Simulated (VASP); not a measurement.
# ZnSe (F-43m) in VASP: further runs

The runs below take ZnSe through single point, relaxation of cell and atoms, with LDA.

All numbers are computed with VASP 6.6.1; they aren't measurements. Logs are shortened: lines on timing, memory, paths and dates and some standing lists are left out, and cuts for length are marked.

**1. The cell of the first run**

It takes space group F-43m (No. 216, cubic). Conventional cell: a = 5.476 Å, b = 5.476 Å, c = 5.476 Å, α = 90.00°, β = 90.00°, γ = 90.00°. Zn (site symmetry -43m) has 4 Se at 2.37 Å within 3.1 Å. Se (site symmetry -43m) has 4 Zn at 2.37 Å within 3.1 Å.

**2. Single point, LDA**

The input, INCAR:

```
ALGO = Normal
EDIFF = 1E-6
ENCUT = 520
ISIF = 2
ISMEAR = 0
LASPH = True
LCHARG = False
LREAL = False
LWAVE = False
NBANDS = 16
NELM = 100
PREC = Accurate
SIGMA = 0.01
```

The input, KPOINTS:

```
k-points
0
Gamma
  8 8 8
```

The input, POSCAR:

```
ZnSe
1.0
    0.0000000000      2.7379036462      2.7379036462
    2.7379036462      0.0000000000      2.7379036462
    2.7379036462      2.7379036462      0.0000000000
Zn Se
1 1
Direct
    0.0000000000      0.0000000000      0.0000000000
    0.7500000000      0.7500000000      0.7500000000
```

Potentials or basis: VASP PAW LDA potentials, release 64 (Zn, Se).

The run is started by

```sh
> cat potpaw_LDA.64/Zn/POTCAR potpaw_LDA.64/Se/POTCAR > POTCAR
> mpirun -np 1 vasp_std > vasp.out
```

OUTCAR:

```text
EDIFF = 1E-6
   ENCUT = 520
   ISIF = 2
   ISMEAR = 0
   LASPH = True
   LREAL = False
   NELM = 100
   PREC = Accurate

 ion  position               nearest neighbor table
   1  0.000  0.000  0.000-   2 2.37   2 2.37   2 2.37   2 2.37
   2  0.750  0.750  0.750-   1 2.37   1 2.37   1 2.37   1 2.37

  LATTYP: Found a face centered cubic cell.
 ALAT       =     5.4758072924

  Lattice vectors:

 A1 = (   0.0000000000,   2.7379036462,   2.7379036462)
 A2 = (   2.7379036462,   0.0000000000,   2.7379036462)
 A3 = (   2.7379036462,   2.7379036462,   0.0000000000)

Analysis of symmetry for initial positions (statically):
=====================================================================
 Subroutine PRICEL returns:
 Original cell was already a primitive cell.

 Routine SETGRP: Setting up the symmetry group for a
 face centered cubic supercell.

 Subroutine GETGRP returns: Found 24 space group operations
 (whereof 24 operations were pure point group operations)
 out of a pool of 48 trial point group operations.

The static configuration has the point symmetry T_d .

Analysis of symmetry for dynamics (positions and initial velocities):
=====================================================================
 Subroutine PRICEL returns:
 Original cell was already a primitive cell.

 Routine SETGRP: Setting up the symmetry group for a
 face centered cubic supercell.

 Subroutine GETGRP returns: Found 24 space group operations
 (whereof 24 operations were pure point group operations)
 out of a pool of 48 trial point group operations.

The dynamic configuration has the point symmetry T_d .

 Subroutine INISYM returns: Found 24 space group operations
 (whereof 24 operations are pure point group operations),
 and found     1 'primitive' translations

----------------------------------------------------------------------------------------

                                     Primitive cell

  volume of cell :      41.0473

  direct lattice vectors                    reciprocal lattice vectors
     0.000000000  2.737903646  2.737903646    -0.182621474  0.182621474  0.182621474
     2.737903646  0.000000000  2.737903646     0.182621474 -0.182621474  0.182621474
     2.737903646  2.737903646  0.000000000     0.182621474  0.182621474 -0.182621474

  length of vectors
     3.871980469  3.871980469  3.871980469     0.316309672  0.316309672  0.316309672

  position of ions in fractional coordinates (direct lattice)
     0.000000000  0.000000000  0.000000000
     0.750000000  0.750000000  0.750000000

  ion indices of the primitive-cell ions
   primitive index   ion index
                 1           1
                 2           2

----------------------------------------------------------------------------------------

 KPOINTS: k-points

Automatic generation of k-mesh.
 Grid dimensions read from file:
 generate k-points for:    8    8    8

 Generating k-lattice:

  Cartesian coordinates                     Fractional coordinates (reciprocal lattice)
    -0.022827684  0.022827684  0.022827684     0.125000000  0.000000000  0.000000000
     0.022827684 -0.022827684  0.022827684     0.000000000  0.125000000  0.000000000
     0.022827684  0.022827684 -0.022827684     0.000000000  0.000000000  0.125000000

  Length of vectors
     0.039538709  0.039538709  0.039538709

  Shift w.r.t. Gamma in fractional coordinates (k-lattice)
     0.000000000  0.000000000  0.000000000

 Subroutine IBZKPT returns following result:
 ===========================================

 Found     29 irreducible k-points:

 Following reciprocal coordinates:
            Coordinates               Weight
  0.000000  0.000000  0.000000      1.000000
  0.125000  0.000000  0.000000      8.000000
  0.250000  0.000000  0.000000      8.000000
  0.375000  0.000000  0.000000      8.000000
  0.500000  0.000000  0.000000      4.000000
  0.125000  0.125000  0.000000      6.000000
[... 16 lines left out ...]
  0.500000  0.250000  0.125000     48.000000
 -0.375000  0.250000  0.125000     24.000000
 [... further k-points ...]
   k-points           NKPTS =     29   k-points in BZ     NKDIM =     29   number of bands    NBANDS=     16
   number of dos      NEDOS =    301   number of ions     NIONS =      2
   total plane-waves  NPLWV =  27000
   dimension x,y,z NGX =    30 NGY =   30 NGZ =   30
   dimension x,y,z NGXF=    60 NGYF=   60 NGZF=   60
   ions per type =               1   1
   NGX,Y,Z   is equivalent  to a cutoff of  12.88, 12.88, 12.88 a.u.
   NGXF,Y,Z  is equivalent  to a cutoff of  25.76, 25.76, 25.76 a.u.
 SYSTEM =  unknown system
   PREC   = accura    normal or accurate (medium, high low for compatibility)
   ISTART =      0    job   : 0-new  1-cont  2-samecut
   ICHARG =      2    charge: 1-file 2-atom 10-const
   ISPIN  =      1    spin polarized calculation?
   LNONCOLLINEAR =      F non collinear calculations
   LSORBIT =      F    spin-orbit coupling
   LASPH  =      T    aspherical Exc in radial PAW
   ENCUT  =  520.0 eV  38.22 Ry    6.18 a.u.   7.20  7.20  7.20*2*pi/ulx,y,z
   NELM   =    100;   NELMIN=  2; NELMDL= -5     # of ELM steps
   EDIFF  = 0.1E-05   stopping-criterion for ELM
   LREAL  =      F    real-space projection
   EDIFFG = 0.1E-04   stopping-criterion for IOM
   NSW    =      0    number of steps for IOM
   IBRION =     -1    ionic relax: 0-MD 1-quasi-New 2-CG
   NFREE  =      0    steps in history (QN), initial steepest desc. (CG)
   ISIF   =      2    stress and relaxation
   ISYM   =      2    0-nonsym 1-usesym 2-fastsym
   POTIM  = 0.5000    time-step for ionic-motion
   TEBEG  =    0.0;   TEEND  =   0.0 temperature during run
   PSTRESS=    0.0 pullay stress
   NELECT =      18.0000    total number of electrons
   NUPDOWN=      -1.0000    fix difference up-down
   EMIN   =  10.00;   EMAX   =-10.00  energy-range for DOS
   EFERMI =   0.00;   METHOD = LEGACY
   ISMEAR =     0;   SIGMA  =   0.01  broadening in eV -4-tet -1-fermi 0-gaus
   EFERMI_NEDOS =   21; number of points for ismear=-14 and -15
   IALGO  =     38    algorithm
   IMIX   =      4    mixing-type and parameters
     AMIX     =   0.40;   BMIX     =  1.00
     AMIX_MAG =   1.60;   BMIX_MAG =  1.00
  volume/ion in A,a.u.               =      20.52       138.50
  Fermi-wavevector in a.u.,A,eV,Ry     =   1.243763  2.350371 21.047471  1.546946
  Thomas-Fermi vector in A             =   2.378059
   LORBIT       =      0    0 simple, 1 ext, 2 COOP (PROOUT), +10 PAW based schemes
   GGA     = CA    functional components
   LHFCALC =     F    Hartree Fock is set to
   AEXX    =    0.0000 exact exchange contribution
   IVDW    =     0    specifies the selected vdW correction
   LEPSILON=     F    determine dielectric tensor
   LRPA    =     F    only Hartree local field effects (RPA)
 non-spin polarized calculation
 Gauss-broadening in eV      SIGMA  =   0.01
  energy-cutoff  :      520.00
  volume of cell :       41.05
 maximum number of plane-waves:      1124
 NGX is ok and might be reduce to    30
   NGX = 15   NGY = 15   NGZ = 15

 number of electron      18.0000000 magnetization

 Free energy of the ion-electron system (eV)
  ---------------------------------------------------
  ext. energy  EPLUGINS =         0.00000000
  ---------------------------------------------------
  free energy    TOTEN  =        -7.34128857 eV

  energy without entropy =       -7.34128857  energy(sigma->0) =       -7.34128857

 E-fermi :   2.5186     XC(G=0): -10.1649

 val. band max:        2.4731501248   @ k =   0.0000   0.0000   0.0000
 cond. band min:       3.9779777171   @ k =   0.0000   0.0000   0.0000
 fundamental gap:      1.5048275924
 Fermi energy:         2.5186306357

 k-point     1 :       0.0000    0.0000    0.0000
  band No.  band energies     occupation
      1     -11.5354      2.00000
      2      -4.6357      2.00000
      3      -4.6357      2.00000
      4      -4.6357      2.00000
      5      -4.1776      2.00000
      6      -4.1776      2.00000
[... 8 lines left out ...]
     15      14.1693      0.00000
     16      14.1693      0.00000

 k-point     2 :       0.1250    0.0000    0.0000
  band No.  band energies     occupation
      1     -11.4129      2.00000
      2      -4.6355      2.00000
      3      -4.6162      2.00000
      4      -4.6162      2.00000
      5      -4.1797      2.00000
      6      -4.1797      2.00000
[... 8 lines left out ...]
     15      13.2331      0.00000
     16      13.4137      0.00000

 k-point     3 :       0.2500    0.0000    0.0000
  band No.  band energies     occupation
      1     -11.0910      2.00000
      2      -4.5925      2.00000
      3      -4.5734      2.00000
      4      -4.5734      2.00000
      5      -4.1782      2.00000
      6      -4.1782      2.00000
[... 8 lines left out ...]
     15      12.9824      0.00000
     16      13.1331      0.00000

 k-point     4 :       0.3750    0.0000    0.0000
  band No.  band energies     occupation
      1     -10.7217      2.00000
      2      -4.5399      2.00000
      3      -4.5399      2.00000
      4      -4.3835      2.00000
      5      -4.1643      2.00000
      6      -4.1643      2.00000
[... 8 lines left out ...]
     15      14.2378      0.00000
     16      14.2378      0.00000
[... 324 lines left out ...]
 k-point    22 :       0.3750    0.2500    0.1250
  band No.  band energies     occupation
      1     -10.8369      2.00000
      2      -4.6172      2.00000
      3      -4.5136      2.00000
      4      -4.4875      2.00000
      5      -4.1992      2.00000
      6      -4.1460      2.00000
[... 8 lines left out ...]
     15      15.0302      0.00000
     16      16.3079      0.00000

 k-point    23 :       0.5000    0.2500    0.1250
  band No.  band energies     occupation
      1     -10.5261      2.00000
      2      -4.5346      2.00000
      3      -4.4857      2.00000
      4      -4.3514      2.00000
      5      -4.1649      2.00000
      6      -4.1068      2.00000
[... 8 lines left out ...]
     15      15.3955      0.00000
     16      16.4696      0.00000

 k-point    24 :      -0.3750    0.2500    0.1250
  band No.  band energies     occupation
      1     -10.3857      2.00000
      2      -4.5203      2.00000
      3      -4.4656      2.00000
      4      -4.2300      2.00000
      5      -4.1706      2.00000
      6      -3.9124      2.00000
[... 8 lines left out ...]
     15      15.4439      0.00000
     16      16.4051      0.00000

 [... further k-points ...]
[... 5 lines left out ...]
  --------------------------------------------------------------------------------------
  -------------------------------------------------------------------------------------
  Total        1.1387380      1.1387380      1.1387380      0.0000000     -0.0000000      0.0000000
  in kB       44.4477648     44.4477648     44.4477648      0.0000000     -0.0000000      0.0000000
  external PRESSURE =      44.4477648 kB  Pullay stress =       0.0000000 kB

 VOLUME and BASIS-vectors are now :
 -----------------------------------------------------------------------------
  energy-cutoff  :      520.00
  volume of cell :       41.05
      direct lattice vectors                 reciprocal lattice vectors
     0.000000000  2.737903646  2.737903646    -0.182621474  0.182621474  0.182621474
     2.737903646  0.000000000  2.737903646     0.182621474 -0.182621474  0.182621474
     2.737903646  2.737903646  0.000000000     0.182621474  0.182621474 -0.182621474

 POSITION                                       TOTAL-FORCE (eV/Angst)
 -----------------------------------------------------------------------------------
      0.00000      0.00000      0.00000        -0.000000      0.000000      0.000000
      4.10686      4.10686      4.10686         0.000000     -0.000000     -0.000000
 -----------------------------------------------------------------------------------
    total drift:                                0.000001      0.000001      0.000001

  FREE ENERGIE OF THE ION-ELECTRON SYSTEM (eV)
  ---------------------------------------------------
  free  energy   TOTEN  =        -7.3412885667 eV

  energy  without entropy=       -7.3412885667  energy(sigma->0) =       -7.34128857
```

It took 26 s on 1 thread of Intel Xeon 8259CL, shared host; peak memory 0.15 GiB.

Results:

```yaml
Free_energy: -7.3413 eV
Pressure: 4.4 GPa
Band_gap_on_the_k_mesh: 1.50 eV
```

Caveat: the cell stands under pressure.

**3. Relaxation of cell and atoms, LDA, target pressure 4 GPa, at which the enthalpy is minimised**

This run uses another cell than the first one, of 21.57 Å³/atom.

The input, INCAR:

```
PREC = Accurate
ENCUT = 600
EDIFF = 1E-7
ISMEAR = 0
SIGMA = 0.01
LREAL = False
LASPH = True
NELM = 60
ALGO = Normal
ISIF = 3
LWAVE = False
LCHARG = False
IBRION = 2
NSW = 80
EDIFFG = -0.001
PSTRESS = 40.0
```

The input, KPOINTS:

```
regular mesh
0
Gamma
  8 8 8
```

The input, POSCAR:

```
ZnSe
1.0
    0.0000000000      2.7837680022      2.7837680022
    2.7837680022      0.0000000000      2.7837680022
    2.7837680022      2.7837680022      0.0000000000
Zn Se
1 1
Direct
    0.0000000000      0.0000000000      0.0000000000
    0.7500000000      0.7500000000      0.7500000000
```

Potentials or basis: VASP PAW LDA potentials, release 64 (Zn, Se).

The run is started by

```sh
> cat potpaw_LDA.64/Zn/POTCAR potpaw_LDA.64/Se/POTCAR > POTCAR
> mpirun -np 1 vasp_std > vasp.out
```

It took 86 s on 1 thread of Intel Xeon 8259CL, shared host; peak memory 0.17 GiB.

The run converged. Its results:

```yaml
Free_energy: -7.3468 eV
Relaxed_volume: 20.62 Å³/atom
Relaxed_cell: a = 3.878 Å, b = 3.878 Å, c = 3.878 Å, α = 60.00°, β = 60.00°, γ = 60.00°
Space_group_after_relaxing_to_0.1_Å: F-43m (No. 216)
Energy_change_on_relaxing_the_run_minimises_the_enthalpy: +12.4 meV/atom
Ionic_steps: 6
Pressure_after_relaxing: 4.0 GPa
Band_gap_on_the_k_mesh: 1.48 eV
```

The path:
```csv
step,energy change (eV),largest force (eV/Å),pressure (GPa),volume (Å³)
1,0.0000,0.0000,0.33,43.14
2,0.0612,0.0000,6.56,40.13
3,0.0248,0.0000,3.99,41.25
4,0.0257,0.0000,4.06,41.21
5,0.0246,0.0000,3.98,41.25
6,0.0248,0.0000,4.00,41.24
```

Final structure:
```
Zn Se
1.0
     0.00000    2.74224    2.74224
     2.74224    0.00000    2.74224
     2.74224    2.74224    0.00000
Zn Se
1 1
Cartesian
  0.0000 0.0000 0.0000
  4.1134 4.1134 4.1134
```

Levels at points of the mesh, in eV from the valence-band top:
```tsv
k point	band 7	band 8	band 9	band 10	band 11	band 12
(0.00, 0.00, 0.00)	0.00	0.00	0.00	1.48	5.66	5.66
(0.50, 0.00, 0.00)	-5.96	-1.03	-1.03	2.54	6.26	6.26
(0.50, 0.50, 0.00)	-5.27	-2.58	-2.58	2.57	3.29	11.29
```

Caveat: the cell is relaxed towards a set pressure, so the run minimises the enthalpy, not the energy. Zero-point motion and thermal expansion aren't in these numbers.

**4. Single point, LDA**

This run uses another cell than the first one, of 22.60 Å³/atom.

The input, INCAR:

```
SYSTEM = ZnSe
PREC = Accurate
ENCUT = 520
EDIFF = 1E-6
ISMEAR = 0
SIGMA = 0.01
LREAL = .FALSE.
LASPH = .TRUE.
NELM = 100
ALGO = Normal
ISIF = 2
LWAVE = .FALSE.
LCHARG = .TRUE.
LELF = .TRUE.
LVHAR = .TRUE.
NBANDS = 16
```

The input, KPOINTS:

```
regular mesh
0
G
  8 8 8
  0 0 0
```

The input, POSCAR:

```
ZnSe
1.0
    0.0000000000      2.8271998479      2.8271998479
    2.8271998479      0.0000000000      2.8271998479
    2.8271998479      2.8271998479      0.0000000000
Zn Se
1 1
Direct
    0.0000000000      0.0000000000      0.0000000000
    0.7500000000      0.7500000000      0.7500000000
```

The run is started by

```sh
> cat potpaw_LDA.64/Zn/POTCAR potpaw_LDA.64/Se/POTCAR > POTCAR
> mpirun -np 1 vasp_std > vasp.out
```

Run time: 50 s. Hardware: 1 thread of AMD EPYC 7R13, shared host; peak memory 0.13 GiB.

It converged, with:

```yaml
Free_energy: -7.3561 eV
Pressure: -2.7 GPa
Band_gap_on_the_k_mesh: 1.10 eV
```

Levels at points of the mesh, in eV from the valence-band top:
| k point | band 6 | band 7 | band 8 | band 9 | band 10 | band 11 | band 12 | band 13 |
| --- | --- | --- | --- | --- | --- | --- | --- | --- |
| (0.00, 0.00, 0.00) | -6.34 | 0.00 | 0.00 | 0.00 | 1.10 | 5.70 | 5.70 | 5.70 |
| (0.50, 0.00, 0.00) | -6.17 | -5.34 | -0.88 | -0.88 | 2.38 | 6.28 | 6.28 | 8.37 |
| (0.50, 0.50, 0.00) | -6.15 | -4.86 | -2.23 | -2.23 | 2.79 | 3.32 | 10.57 | 11.13 |

[end of part 1 of 2]
